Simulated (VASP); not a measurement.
Runs of VASP 6.6.1 on Br. The structure is that of space group Pm-3m (No. 221), or close to it. The cells are those of the table. 

```csv
cell,gap on the mesh (eV),pressure (GPa)
"a = 4.717 Å, 3 atoms",none,-3.3
"a = 4.598 Å, 3 atoms",none,(a)
"a = 4.472 Å, 3 atoms",none,(b)
"a = 4.536 Å, 3 atoms",none,-1.6
"a = 4.658 Å, 3 atoms",none,-2.9
```

Alike in all rows: task single point; level PBEsol; potentials or basis VASP PAW PBE potentials, release 64 (Br); no spin polarisation; k mesh 6 × 6 × 6; cutoff (eV) 500; smearing fermi-dirac 0.15 eV.

Problem. Fill in the values left out.

Solution. (a) -2.3; (b) -0.5.

Caveats: the PAW data sets were made with another functional, which shifts forces and pressure a little; an odd number of electrons without spin polarisation forces a metal; a magnetic or distorted state may lie lower; the cell stands under tension (at least some runs).

A k mesh can miss the band edges, and the runs leave out spin-orbit coupling on Br.

A gap of «none» marks levels without a gap at the run's occupations.
